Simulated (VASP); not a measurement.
# BN (P6_3mc) in VASP: single point with PBE+D3(BJ)

Aim: the single point of BN with PBE+D3(BJ).

Program: VASP 6.6.1. These are calculated values, not measurements. Logs are shortened: lines on timing, memory, paths and dates and some standing lists are left out, and cuts for length are marked.

**1. The cell of the first run**

The structure is hexagonal, space group P6_3mc (No. 186). Conventional cell: a = 2.536 Å, b = 2.536 Å, c = 4.199 Å, α = 90.00°, β = 90.00°, γ = 120.00°. Within 2.1 Å of B (site symmetry 3m) lie 4 N at 1.56 to 1.57 Å. Within 2.1 Å of N (site symmetry 3m) lie 4 B at 1.56 to 1.57 Å.

**2. Single point, PBE+D3(BJ)**

File INCAR:

```
PREC = Accurate ; ENCUT = 600
EDIFF = 1E-6 ; ISMEAR = 1
SIGMA = 0.01 ; LREAL = False
LASPH = True ; NELM = 120
ALGO = Normal ; ISIF = 2
LWAVE = False ; LCHARG = False
GGA = PE ; IVDW = 12
NBANDS = 16 ; GGA_COMPAT = False
```

File KPOINTS:

```
regular mesh
0
Gamma
  5 5 3
```

File POSCAR:

```
BN
1.0
    2.5360000000      0.0000000000      0.0000000000
   -1.2680000000      2.1962404200      0.0000000000
    0.0000000000      0.0000000000      4.1990000000
B N
2 2
Direct
    0.6666666700      0.3333333300      0.0000000000
    0.3333333300      0.6666666700      0.5000000000
    0.6666666700      0.3333333300      0.3750000000
    0.3333333300      0.6666666700      0.8750000000
```

Potentials or basis: VASP PAW PBE potentials, release 64 (B, N).

Run with:

```console
> cat potpaw_PBE.64/B/POTCAR potpaw_PBE.64/N/POTCAR > POTCAR
> mpirun -np 1 vasp_std > vasp.out
```

OUTCAR:

```text
PREC = Accurate
   ENCUT = 600
   EDIFF = 1E-6
   ISMEAR = 1
   LREAL = False
   LASPH = True
   NELM = 120
   ISIF = 2
   GGA = PE
   IVDW = 12
 IVDW          = 12

 ion  position               nearest neighbor table
   1  0.667  0.333  0.000-   4 1.56   4 1.56   4 1.56   3 1.57
   2  0.333  0.667  0.500-   3 1.56   3 1.56   3 1.56   4 1.57
   3  0.667  0.333  0.375-   2 1.56   2 1.56   2 1.56   1 1.57
   4  0.333  0.667  0.875-   1 1.56   1 1.56   1 1.56   2 1.57

  LATTYP: Found a hexagonal cell.
 ALAT       =     2.5360000000
 C/A-ratio  =     1.6557570978

  Lattice vectors:

 A1 = (   2.5360000000,   0.0000000000,   0.0000000000)
 A2 = (  -1.2680000000,   2.1962404200,   0.0000000000)
 A3 = (   0.0000000000,   0.0000000000,   4.1990000000)

Analysis of symmetry for initial positions (statically):
=====================================================================
 Subroutine PRICEL returns:
 Original cell was already a primitive cell.

 Routine SETGRP: Setting up the symmetry group for a
 hexagonal supercell.

 Subroutine GETGRP returns: Found 12 space group operations
 (whereof  6 operations were pure point group operations)
 out of a pool of 24 trial point group operations.

The static configuration has the point symmetry C_3v.
 The point group associated with its full space group is C_6v.

Analysis of symmetry for dynamics (positions and initial velocities):
=====================================================================
 Subroutine PRICEL returns:
 Original cell was already a primitive cell.

 Routine SETGRP: Setting up the symmetry group for a
 hexagonal supercell.

 Subroutine GETGRP returns: Found 12 space group operations
 (whereof  6 operations were pure point group operations)
 out of a pool of 24 trial point group operations.

The dynamic configuration has the point symmetry C_3v.
 The point group associated with its full space group is C_6v.

 Subroutine INISYM returns: Found 12 space group operations
 (whereof  6 operations are pure point group operations),
 and found     1 'primitive' translations

----------------------------------------------------------------------------------------

                                     Primitive cell

  volume of cell :      23.3870

  direct lattice vectors                    reciprocal lattice vectors
     2.536000000  0.000000000  0.000000000     0.394321767  0.227661778  0.000000000
    -1.268000000  2.196240420  0.000000000     0.000000000  0.455323557  0.000000000
     0.000000000  0.000000000  4.199000000     0.000000000  0.000000000  0.238151941

  length of vectors
     2.536000000  2.535999997  4.199000000     0.455323556  0.455323557  0.238151941

  position of ions in fractional coordinates (direct lattice)
     0.666666670  0.333333330  0.000000000
     0.333333330  0.666666670  0.500000000
     0.666666670  0.333333330  0.375000000
     0.333333330  0.666666670  0.875000000

  ion indices of the primitive-cell ions
   primitive index   ion index
                 1           1
                 2           2
                 3           3
                 4           4

----------------------------------------------------------------------------------------

 KPOINTS: regular mesh

Automatic generation of k-mesh.
 Grid dimensions read from file:
 generate k-points for:    5    5    3

 Generating k-lattice:

  Cartesian coordinates                     Fractional coordinates (reciprocal lattice)
     0.078864353  0.045532356  0.000000000     0.200000000  0.000000000  0.000000000
     0.000000000  0.091064711  0.000000000     0.000000000  0.200000000  0.000000000
     0.000000000  0.000000000  0.079383980     0.000000000  0.000000000  0.333333333

  Length of vectors
     0.091064711  0.091064711  0.079383980

  Shift w.r.t. Gamma in fractional coordinates (k-lattice)
     0.000000000  0.000000000  0.000000000

 Subroutine IBZKPT returns following result:
 ===========================================

 Found     10 irreducible k-points:

 Following reciprocal coordinates:
            Coordinates               Weight
  0.000000  0.000000  0.000000      1.000000
  0.200000 -0.000000  0.000000      6.000000
  0.400000  0.000000  0.000000      6.000000
  0.200000  0.200000  0.000000      6.000000
  0.400000  0.200000  0.000000      6.000000
  0.000000  0.000000  0.333333      2.000000
  0.200000 -0.000000  0.333333     12.000000
  0.400000  0.000000  0.333333     12.000000
  0.200000  0.200000  0.333333     12.000000
  0.400000  0.200000  0.333333     12.000000
   k-points           NKPTS =     10   k-points in BZ     NKDIM =     10   number of bands    NBANDS=     16
   number of dos      NEDOS =    301   number of ions     NIONS =      4
   total plane-waves  NPLWV =  14400
   dimension x,y,z NGX =    20 NGY =   20 NGZ =   36
   dimension x,y,z NGXF=    40 NGYF=   40 NGZF=   72
   ions per type =               2   2
   NGX,Y,Z   is equivalent  to a cutoff of  13.11, 13.11, 14.25 a.u.
   NGXF,Y,Z  is equivalent  to a cutoff of  26.22, 26.22, 28.51 a.u.
 SYSTEM =  unknown system
   PREC   = accura    normal or accurate (medium, high low for compatibility)
   ISTART =      0    job   : 0-new  1-cont  2-samecut
   ICHARG =      2    charge: 1-file 2-atom 10-const
   ISPIN  =      1    spin polarized calculation?
   LNONCOLLINEAR =      F non collinear calculations
   LSORBIT =      F    spin-orbit coupling
   LASPH  =      T    aspherical Exc in radial PAW
   ENCUT  =  600.0 eV  44.10 Ry    6.64 a.u.   5.07  5.07  8.39*2*pi/ulx,y,z
   NELM   =    120;   NELMIN=  2; NELMDL= -5     # of ELM steps
   EDIFF  = 0.1E-05   stopping-criterion for ELM
   LREAL  =      F    real-space projection
   EDIFFG = 0.1E-04   stopping-criterion for IOM
   NSW    =      0    number of steps for IOM
   IBRION =     -1    ionic relax: 0-MD 1-quasi-New 2-CG
   NFREE  =      0    steps in history (QN), initial steepest desc. (CG)
   ISIF   =      2    stress and relaxation
   ISYM   =      2    0-nonsym 1-usesym 2-fastsym
   POTIM  = 0.5000    time-step for ionic-motion
   TEBEG  =    0.0;   TEEND  =   0.0 temperature during run
   PSTRESS=    0.0 pullay stress
   NELECT =      16.0000    total number of electrons
   NUPDOWN=      -1.0000    fix difference up-down
   EMIN   =  10.00;   EMAX   =-10.00  energy-range for DOS
   EFERMI =   0.00;   METHOD = LEGACY
   ISMEAR =     1;   SIGMA  =   0.01  broadening in eV -4-tet -1-fermi 0-gaus
   EFERMI_NEDOS =   21; number of points for ismear=-14 and -15
   IALGO  =     38    algorithm
   IMIX   =      4    mixing-type and parameters
     AMIX     =   0.40;   BMIX     =  1.00
     AMIX_MAG =   1.60;   BMIX_MAG =  1.00
  volume/ion in A,a.u.               =       5.85        39.46
  Fermi-wavevector in a.u.,A,eV,Ry     =   1.442524  2.725976 28.312044  2.080877
  Thomas-Fermi vector in A             =   2.561035
   LORBIT       =      0    0 simple, 1 ext, 2 COOP (PROOUT), +10 PAW based schemes
   GGA     = PE    functional components
   LHFCALC =     F    Hartree Fock is set to
   AEXX    =    0.0000 exact exchange contribution
   IVDW    =    12    specifies the selected vdW correction
   LEPSILON=     F    determine dielectric tensor
   LRPA    =     F    only Hartree local field effects (RPA)
 non-spin polarized calculation
 Methfessel and Paxton  Order N= 1 SIGMA  =   0.01
  energy-cutoff  :      600.00
  volume of cell :       23.39
 maximum number of plane-waves:       794
   NGX = 11   NGY = 11   NGZ = 17

 number of electron      16.0000003 magnetization

 Free energy of the ion-electron system (eV)
  ---------------------------------------------------
  ext. energy  EPLUGINS =         0.00000000
  ---------------------------------------------------
  free energy    TOTEN  =       -34.80626211 eV

  energy without entropy =      -34.80626211  energy(sigma->0) =      -34.80626211

 E-fermi :   7.7500     XC(G=0): -12.8616

 val. band max:        7.6863905665   @ k =   0.0000   0.0000   0.0000
 cond. band min:      13.6822572919   @ k =   0.4000   0.2000   0.0000
 fundamental gap:      5.9958667254
 Fermi energy:         7.7500361833

 k-point     1 :       0.0000    0.0000    0.0000
  band No.  band energies     occupation
      1     -12.8348      2.00000
      2      -8.6402      2.00000
      3      -3.3250      2.00000
      4       5.5508      2.00000
      5       5.5508      2.00000
      6       7.4378      2.00000
[... 8 lines left out ...]
     15      19.6686      0.00000
     16      24.0270      0.00000

 k-point     2 :       0.2000   -0.0000    0.0000
  band No.  band energies     occupation
      1     -11.9674      2.00000
      2      -8.0026      2.00000
      3      -2.4675      2.00000
      4       2.3860      2.00000
      5       4.2870      2.00000
      6       4.9927      2.00000
[... 8 lines left out ...]
     15      21.8645      0.00000
     16      22.9246      0.00000

 k-point     3 :       0.4000    0.0000    0.0000
  band No.  band energies     occupation
      1      -9.6282      2.00000
      2      -7.0865      2.00000
      3      -1.5428      2.00000
      4      -0.2258      2.00000
      5       0.9087      2.00000
      6       2.8588      2.00000
[... 8 lines left out ...]
     15      23.8603      0.00000
     16      25.1329      0.00000

 k-point     4 :       0.2000    0.2000    0.0000
  band No.  band energies     occupation
      1     -10.3358      2.00000
      2      -7.0936      2.00000
      3      -0.8641      2.00000
      4       0.2017      2.00000
      5       0.8397      2.00000
      6       3.1534      2.00000
[... 8 lines left out ...]
     15      23.2176      0.00000
     16      24.0939      0.00000

 k-point     5 :       0.4000    0.2000    0.0000
  band No.  band energies     occupation
      1      -8.1964      2.00000
      2      -7.2118      2.00000
      3      -1.5815      2.00000
      4       0.2831      2.00000
      5       0.7578      2.00000
      6       1.2810      2.00000
[... 8 lines left out ...]
     15      23.4961      0.00000
     16      24.6412      0.00000

 k-point     6 :       0.0000    0.0000    0.3333
  band No.  band energies     occupation
      1     -12.1710      2.00000
      2     -10.3201      2.00000
      3      -0.4790      2.00000
      4       4.4219      2.00000
      5       6.0055      2.00000
      6       6.0055      2.00000
[... 8 lines left out ...]
     15      19.7288      0.00000
     16      22.4868      0.00000

 k-point     7 :       0.2000   -0.0000    0.3333
  band No.  band energies     occupation
      1     -11.3235      2.00000
      2      -9.5500      2.00000
      3       0.0114      2.00000
      4       3.0045      2.00000
      5       3.5650      2.00000
      6       4.8123      2.00000
[... 8 lines left out ...]
     15      21.4696      0.00000
     16      22.7296      0.00000

 k-point     8 :       0.4000    0.0000    0.3333
  band No.  band energies     occupation
      1      -9.1076      2.00000
      2      -7.8488      2.00000
      3      -1.9647      2.00000
      4      -0.6926      2.00000
      5       2.4162      2.00000
      6       3.4286      2.00000
[... 8 lines left out ...]
     15      23.4987      0.00000
     16      24.8084      0.00000

 k-point     9 :       0.2000    0.2000    0.3333
  band No.  band energies     occupation
      1      -9.7555      2.00000
      2      -8.2363      2.00000
      3      -0.4502      2.00000
      4       0.7369      2.00000
      5       2.1960      2.00000
      6       2.3430      2.00000
[... 8 lines left out ...]
     15      22.7567      0.00000
     16      23.4354      0.00000

 k-point    10 :       0.4000    0.2000    0.3333
  band No.  band energies     occupation
      1      -7.8782      2.00000
      2      -7.3487      2.00000
      3      -1.9949      2.00000
      4      -1.2011      2.00000
      5       0.6813      2.00000
      6       2.1989      2.00000
[... 8 lines left out ...]
     15      23.8369      0.00000
     16      24.9511      0.00000

------------------------ aborting loop because EDIFF is reached ----------------------------------------

 Edisp (eV)   -0.84533

 E8    (eV) :    -0.2499

  FORCE on cell =-STRESS in cart. coord.  units (eV):
  Direction    XX          YY          ZZ          XY          YZ          ZX
  --------------------------------------------------------------------------------------
  -------------------------------------------------------------------------------------
  Total       0.40506     0.40506     0.18277     0.00000     0.00000     0.00000
  in kB      27.74965    27.74965    12.52076     0.00000     0.00000     0.00000
  external pressure =       22.67 kB  Pullay stress =        0.00 kB

 VOLUME and BASIS-vectors are now :
 -----------------------------------------------------------------------------
  energy-cutoff  :      600.00
  volume of cell :       23.39
      direct lattice vectors                 reciprocal lattice vectors
     2.536000000  0.000000000  0.000000000     0.394321767  0.227661778  0.000000000
    -1.268000000  2.196240420  0.000000000     0.000000000  0.455323557  0.000000000
     0.000000000  0.000000000  4.199000000     0.000000000  0.000000000  0.238151941

 POSITION                                       TOTAL-FORCE (eV/Angst)
 -----------------------------------------------------------------------------------
      1.26800      0.73208      0.00000        -0.000000     -0.000000      0.042693
     -0.00000      1.46416      2.09950        -0.000000      0.000000      0.042693
      1.26800      0.73208      1.57462        -0.000000      0.000000     -0.042693
     -0.00000      1.46416      3.67413         0.000000     -0.000000     -0.042693
 -----------------------------------------------------------------------------------
    total drift:                                0.000001     -0.000000     -0.000241

  FREE ENERGIE OF THE ION-ELECTRON SYSTEM (eV)
  ---------------------------------------------------
  free  energy   TOTEN  =       -35.6515941597 eV

  energy  without entropy=      -35.6515941597  energy(sigma->0) =      -35.65159416
```

Run time: 10 s. Hardware: 1 thread of Intel Xeon 8259CL, shared host; peak memory 0.15 GiB.

Results:

```
Free energy                : -35.6516 eV
Pressure                   : 2.3 GPa
Largest force              : 0.043 eV/Å
Band gap on the k mesh     : 6.00 eV, indirect (least direct gap 8.43 eV)
Dispersion energy per atom : -0.211 eV
```

Forces in eV/Å, atoms in the order of the input:
```
B    0.000  0.000  0.043
B    0.000  0.000  0.043
N    0.000  0.000 -0.043
N    0.000  0.000 -0.043
```

Levels at points of the mesh, in eV from the valence-band top:
| k point | band 6 | band 7 | band 8 | band 9 | band 10 | band 11 |
| --- | --- | --- | --- | --- | --- | --- |
| (0.00, 0.00, 0.00) | -0.25 | 0.00 | 0.00 | 8.44 | 8.44 | 8.62 |

Caveat: the k points lie up to 0.57 Å⁻¹ apart. A k mesh can miss the band edges.
